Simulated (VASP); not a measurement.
# MgO (Fm-3m) in VASP: a series of runs

MgO is run at these levels: LDA; tasks: single point.

Everything below comes from runs of VASP 6.6.1. Logs are shortened: lines on timing, memory, paths and dates and some standing lists are left out, and cuts for length are marked.

## Step 1: The cell of the first run

It takes space group Fm-3m (No. 225, cubic). Conventional cell: a = 4.212 Å, b = 4.212 Å, c = 4.212 Å, α = 90.00°, β = 90.00°, γ = 90.00°. Within 2.8 Å of Mg (site symmetry m-3m) lie 6 O at 2.11 Å. Within 2.8 Å of O (site symmetry m-3m) lie 6 Mg at 2.11 Å.

## Step 2: Single point, LDA

INCAR reads:

```
SYSTEM = MgO
PREC = Accurate
ENCUT = 520
EDIFF = 1E-6
ISMEAR = -1
SIGMA = 0.02
LREAL = .False.
LASPH = .True.
NELM = 60
ALGO = Normal
ISIF = 2
LWAVE = .False.
LCHARG = .False.
NBANDS = 11
```

KPOINTS reads:

```
Automatic mesh
0
Gamma
  8 8 8
  0 0 0
```

POSCAR reads:

```
MgO
1.0
    0.0000000000      2.1061000000      2.1061000000
    2.1061000000      0.0000000000      2.1061000000
    2.1061000000      2.1061000000      0.0000000000
Mg O
1 1
Direct
    0.0000000000      0.0000000000      0.0000000000
    0.5000000000      0.5000000000      0.5000000000
```

Potentials or basis: VASP PAW LDA potentials, release 64 (Mg, O).

Started as:

```
$ cat potpaw_LDA.64/Mg/POTCAR potpaw_LDA.64/O/POTCAR > POTCAR
$ mpirun -np 1 vasp_std > vasp.out
```

OUTCAR:

```text
SYSTEM = MgO
   PREC = Accurate
   ENCUT = 520
   EDIFF = 1E-6
   ISMEAR = -1
   LREAL = .False.
   LASPH = .True.
   NELM = 60
   ISIF = 2

 ion  position               nearest neighbor table
   1  0.000  0.000  0.000-   2 2.11   2 2.11   2 2.11   2 2.11   2 2.11   2 2.11
   2  0.500  0.500  0.500-   1 2.11   1 2.11   1 2.11   1 2.11   1 2.11   1 2.11

  LATTYP: Found a face centered cubic cell.
 ALAT       =     4.2122000000

  Lattice vectors:

 A1 = (   0.0000000000,   2.1061000000,   2.1061000000)
 A2 = (   2.1061000000,   0.0000000000,   2.1061000000)
 A3 = (   2.1061000000,   2.1061000000,   0.0000000000)

Analysis of symmetry for initial positions (statically):
=====================================================================
 Subroutine PRICEL returns:
 Original cell was already a primitive cell.

 Routine SETGRP: Setting up the symmetry group for a
 face centered cubic supercell.

 Subroutine GETGRP returns: Found 48 space group operations
 (whereof 48 operations were pure point group operations)
 out of a pool of 48 trial point group operations.

The static configuration has the point symmetry O_h .

Analysis of symmetry for dynamics (positions and initial velocities):
=====================================================================
 Subroutine PRICEL returns:
 Original cell was already a primitive cell.

 Routine SETGRP: Setting up the symmetry group for a
 face centered cubic supercell.

 Subroutine GETGRP returns: Found 48 space group operations
 (whereof 48 operations were pure point group operations)
 out of a pool of 48 trial point group operations.

The dynamic configuration has the point symmetry O_h .

 Subroutine INISYM returns: Found 48 space group operations
 (whereof 48 operations are pure point group operations),
 and found     1 'primitive' translations

----------------------------------------------------------------------------------------

                                     Primitive cell

  volume of cell :      18.6839

  direct lattice vectors                    reciprocal lattice vectors
     0.000000000  2.106100000  2.106100000    -0.237405631  0.237405631  0.237405631
     2.106100000  0.000000000  2.106100000     0.237405631 -0.237405631  0.237405631
     2.106100000  2.106100000  0.000000000     0.237405631  0.237405631 -0.237405631

  length of vectors
     2.978475184  2.978475184  2.978475184     0.411198615  0.411198615  0.411198615

  position of ions in fractional coordinates (direct lattice)
     0.000000000  0.000000000  0.000000000
     0.500000000  0.500000000  0.500000000

  ion indices of the primitive-cell ions
   primitive index   ion index
                 1           1
                 2           2

----------------------------------------------------------------------------------------

 KPOINTS: Automatic mesh

Automatic generation of k-mesh.
 Grid dimensions read from file:
 generate k-points for:    8    8    8

 Generating k-lattice:

  Cartesian coordinates                     Fractional coordinates (reciprocal lattice)
    -0.029675704  0.029675704  0.029675704     0.125000000  0.000000000  0.000000000
     0.029675704 -0.029675704  0.029675704     0.000000000  0.125000000  0.000000000
     0.029675704  0.029675704 -0.029675704     0.000000000  0.000000000  0.125000000

  Length of vectors
     0.051399827  0.051399827  0.051399827

  Shift w.r.t. Gamma in fractional coordinates (k-lattice)
     0.000000000  0.000000000  0.000000000

 Subroutine IBZKPT returns following result:
 ===========================================

 Found     29 irreducible k-points:

 Following reciprocal coordinates:
            Coordinates               Weight
  0.000000  0.000000  0.000000      1.000000
  0.125000  0.000000  0.000000      8.000000
  0.250000  0.000000  0.000000      8.000000
  0.375000  0.000000  0.000000      8.000000
  0.500000  0.000000  0.000000      4.000000
  0.125000  0.125000  0.000000      6.000000
[... 16 lines left out ...]
  0.500000  0.250000  0.125000     48.000000
 -0.375000  0.250000  0.125000     24.000000
 [... further k-points ...]
   k-points           NKPTS =     29   k-points in BZ     NKDIM =     29   number of bands    NBANDS=     11
   number of dos      NEDOS =    301   number of ions     NIONS =      2
   total plane-waves  NPLWV =  13824
   dimension x,y,z NGX =    24 NGY =   24 NGZ =   24
   dimension x,y,z NGXF=    48 NGYF=   48 NGZF=   48
   ions per type =               1   1
   NGX,Y,Z   is equivalent  to a cutoff of  13.40, 13.40, 13.40 a.u.
   NGXF,Y,Z  is equivalent  to a cutoff of  26.79, 26.79, 26.79 a.u.
 SYSTEM =  MgO
   PREC   = accura    normal or accurate (medium, high low for compatibility)
   ISTART =      0    job   : 0-new  1-cont  2-samecut
   ICHARG =      2    charge: 1-file 2-atom 10-const
   ISPIN  =      1    spin polarized calculation?
   LNONCOLLINEAR =      F non collinear calculations
   LSORBIT =      F    spin-orbit coupling
   LASPH  =      T    aspherical Exc in radial PAW
   ENCUT  =  520.0 eV  38.22 Ry    6.18 a.u.   5.54  5.54  5.54*2*pi/ulx,y,z
   NELM   =     60;   NELMIN=  2; NELMDL= -5     # of ELM steps
   EDIFF  = 0.1E-05   stopping-criterion for ELM
   LREAL  =      F    real-space projection
[... 7 lines left out ...]
   TEBEG  =    0.0;   TEEND  =   0.0 temperature during run
   PSTRESS=    0.0 pullay stress
   NELECT =       8.0000    total number of electrons
   NUPDOWN=      -1.0000    fix difference up-down
   EMIN   =  10.00;   EMAX   =-10.00  energy-range for DOS
   EFERMI =   0.00;   METHOD = LEGACY
   ISMEAR =    -1;   SIGMA  =   0.02  broadening in eV -4-tet -1-fermi 0-gaus
   EFERMI_NEDOS =   21; number of points for ismear=-14 and -15
   IALGO  =     38    algorithm
   IMIX   =      4    mixing-type and parameters
     AMIX     =   0.40;   BMIX     =  1.00
     AMIX_MAG =   1.60;   BMIX_MAG =  1.00
  volume/ion in A,a.u.               =       9.34        63.04
  Fermi-wavevector in a.u.,A,eV,Ry     =   1.233907  2.331747 20.715238  1.522527
  Thomas-Fermi vector in A             =   2.368619
   LORBIT       =      0    0 simple, 1 ext, 2 COOP (PROOUT), +10 PAW based schemes
   GGA     = CA    functional components
   LHFCALC =     F    Hartree Fock is set to
   AEXX    =    0.0000 exact exchange contribution
   IVDW    =     0    specifies the selected vdW correction
   LEPSILON=     F    determine dielectric tensor
   LRPA    =     F    only Hartree local field effects (RPA)
 non-spin polarized calculation
  energy-cutoff  :      520.00
  volume of cell :       18.68
 maximum number of plane-waves:       531
 NGX is ok and might be reduce to    24
   NGX = 11   NGY = 11   NGZ = 11

 number of electron       8.0000005 magnetization

 Free energy of the ion-electron system (eV)
  ---------------------------------------------------
  ext. energy  EPLUGINS =         0.00000000
  ---------------------------------------------------
  free energy    TOTEN  =       -13.42475201 eV

  energy without entropy =      -13.42475201  energy(sigma->0) =      -13.42475201

 E-fermi :   3.4084     XC(G=0): -11.5914

 val. band max:        2.8798144793   @ k =   0.0000   0.0000   0.0000
 cond. band min:       7.5353470870   @ k =   0.0000   0.0000   0.0000
 fundamental gap:      4.6555326077
 Fermi energy:         3.4083688317

 k-point     1 :       0.0000    0.0000    0.0000
  band No.  band energies     occupation
      1     -14.1220      2.00000
      2       2.8798      2.00000
      3       2.8798      2.00000
      4       2.8798      2.00000
      5       7.5353      0.00000
      6      18.4046      0.00000
      7      18.4046      0.00000
      8      18.4046      0.00000
      9      22.4289      0.00000
     10      24.0720      0.00000
     11      24.0720      0.00000

 k-point     2 :       0.1250    0.0000    0.0000
  band No.  band energies     occupation
      1     -13.9517      2.00000
      2       1.9138      2.00000
      3       2.7746      2.00000
      4       2.7746      2.00000
      5       8.4420      0.00000
      6      16.7545      0.00000
      7      18.7618      0.00000
      8      18.7618      0.00000
      9      23.0738      0.00000
     10      23.0738      0.00000
     11      24.5205      0.00000

 k-point     3 :       0.2500    0.0000    0.0000
  band No.  band energies     occupation
      1     -13.5075      2.00000
      2       0.1845      2.00000
      3       2.5323      2.00000
      4       2.5323      2.00000
      5       9.8571      0.00000
      6      15.2315      0.00000
      7      19.2411      0.00000
      8      19.2411      0.00000
      9      22.6846      0.00000
     10      22.6846      0.00000
     11      24.5211      0.00000

 k-point     4 :       0.3750    0.0000    0.0000
  band No.  band energies     occupation
      1     -13.0027      2.00000
      2      -1.2538      2.00000
      3       2.3047      2.00000
      4       2.3047      2.00000
      5      10.5307      0.00000
      6      15.0510      0.00000
      7      19.0495      0.00000
      8      19.0495      0.00000
      9      23.7401      0.00000
     10      23.9975      0.00000
     11      23.9975      0.00000

 k-point     5 :       0.5000    0.0000    0.0000
  band No.  band energies     occupation
      1     -12.7701      2.00000
      2      -1.8191      2.00000
      3       2.2142      2.00000
      4       2.2142      2.00000
      5      10.6123      0.00000
      6      15.2788      0.00000
      7      18.8766      0.00000
      8      18.8766      0.00000
      9      23.4347      0.00000
     10      25.0338      0.00000
     11      25.0338      0.00000

 k-point     6 :       0.1250    0.1250    0.0000
  band No.  band energies     occupation
      1     -13.8974      2.00000
      2       1.8353      2.00000
      3       2.6424      2.00000
      4       2.6424      2.00000
      5       8.7367      0.00000
      6      16.2508      0.00000
      7      18.9182      0.00000
      8      18.9182      0.00000
      9      21.3770      0.00000
     10      24.5513      0.00000
     11      25.6370      0.00000

 k-point     7 :       0.2500    0.1250    0.0000
  band No.  band energies     occupation
      1     -13.5504      2.00000
      2       0.5880      2.00000
      3       2.3836      2.00000
      4       2.3894      2.00000
      5      10.0114      0.00000
      6      14.9248      0.00000
      7      18.9468      0.00000
      8      19.4226      0.00000
      9      20.6033      0.00000
     10      24.4582      0.00000
     11      26.5453      0.00000

 k-point     8 :       0.3750    0.1250    0.0000
  band No.  band energies     occupation
      1     -13.0677      2.00000
      2      -0.7681      2.00000
      3       2.0085      2.00000
      4       2.1706      2.00000
      5      11.0344      0.00000
      6      14.5993      0.00000
      7      17.9635      0.00000
      8      19.4777      0.00000
      9      21.9056      0.00000
     10      25.0641      0.00000
     11      25.9819      0.00000
[... 141 lines left out ...]
 k-point    19 :       0.5000    0.3750    0.0000
  band No.  band energies     occupation
      1     -12.5439      2.00000
      2      -1.0637      2.00000
      3       1.1221      2.00000
      4       1.6021      2.00000
      5      12.2518      0.00000
      6      13.0814      0.00000
      7      15.6303      0.00000
      8      21.1252      0.00000
      9      21.1385      0.00000
     10      28.7826      0.00000
     11      29.0186      0.00000

 k-point    20 :      -0.3750    0.3750    0.0000
  band No.  band energies     occupation
      1     -12.4804      2.00000
      2      -0.6769      2.00000
      3       0.1156      2.00000
      4       1.7150      2.00000
      5      12.7542      0.00000
      6      14.3883      0.00000
      7      15.2083      0.00000
      8      20.6635      0.00000
      9      20.8865      0.00000
     10      27.7191      0.00000
     11      29.8276      0.00000

 k-point    21 :       0.5000    0.5000    0.0000
  band No.  band energies     occupation
      1     -12.4980      2.00000
      2      -1.2728      2.00000
      3       1.5072      2.00000
      4       1.5072      2.00000
      5      11.7698      0.00000
      6      12.5801      0.00000
      7      15.7724      0.00000
      8      21.5124      0.00000
      9      21.5124      0.00000
     10      27.9605      0.00000
     11      29.4040      0.00000

 k-point    22 :       0.3750    0.2500    0.1250
  band No.  band energies     occupation
      1     -13.1882      2.00000
      2      -0.1766      2.00000
      3       1.7028      2.00000
      4       2.2527      2.00000
      5      11.2473      0.00000
      6      14.1462      0.00000
      7      17.6519      0.00000
      8      20.1070      0.00000
      9      20.7007      0.00000
     10      24.9955      0.00000
     11      28.3190      0.00000

 k-point    23 :       0.5000    0.2500    0.1250
  band No.  band energies     occupation
      1     -12.7896      2.00000
      2      -0.8882      2.00000
      3       1.1174      2.00000
      4       1.9953      2.00000
      5      12.2155      0.00000
      6      14.3300      0.00000
      7      16.4995      0.00000
      8      19.7060      0.00000
      9      22.2652      0.00000
     10      24.9671      0.00000
     11      28.5251      0.00000

 k-point    24 :      -0.3750    0.2500    0.1250
  band No.  band energies     occupation
      1     -12.6114      2.00000
      2      -1.1940      2.00000
      3       0.9078      2.00000
      4       1.8737      2.00000
      5      12.3793      0.00000
      6      14.8758      0.00000
      7      16.0734      0.00000
      8      19.4637      0.00000
      9      23.1303      0.00000
     10      24.6156      0.00000
     11      28.6643      0.00000

 [... further k-points ...]
[... 5 lines left out ...]
  --------------------------------------------------------------------------------------
  -------------------------------------------------------------------------------------
  Total       -0.9015324     -0.9015324     -0.9015324     -0.0000000     -0.0000000      0.0000000
  in kB      -77.3080910    -77.3080910    -77.3080910     -0.0000000     -0.0000000      0.0000000
  external PRESSURE =     -77.3080910 kB  Pullay stress =       0.0000000 kB

 VOLUME and BASIS-vectors are now :
 -----------------------------------------------------------------------------
  energy-cutoff  :      520.00
  volume of cell :       18.68
      direct lattice vectors                 reciprocal lattice vectors
     0.000000000  2.106100000  2.106100000    -0.237405631  0.237405631  0.237405631
     2.106100000  0.000000000  2.106100000     0.237405631 -0.237405631  0.237405631
     2.106100000  2.106100000  0.000000000     0.237405631  0.237405631 -0.237405631

 POSITION                                       TOTAL-FORCE (eV/Angst)
 -----------------------------------------------------------------------------------
      0.00000      0.00000      0.00000         0.000000      0.000000      0.000000
      2.10610      2.10610      2.10610         0.000000      0.000000      0.000000
 -----------------------------------------------------------------------------------
    total drift:                               -0.000000     -0.000000      0.000000

  FREE ENERGIE OF THE ION-ELECTRON SYSTEM (eV)
  ---------------------------------------------------
  free  energy   TOTEN  =       -13.4247520070 eV

  energy  without entropy=      -13.4247520070  energy(sigma->0) =      -13.42475201
```

Wall time 3 s (1 thread of Intel Xeon Platinum 8488C (Sapphire Rapids), shared host); peak memory 0.12 GiB.

What came out:

| Property | Result |
| --- | --- |
| Free energy | -13.4248 eV |
| Pressure | -7.7 GPa |
| Band gap on the k mesh | 4.66 eV, direct |

[end of part 1 of 2]
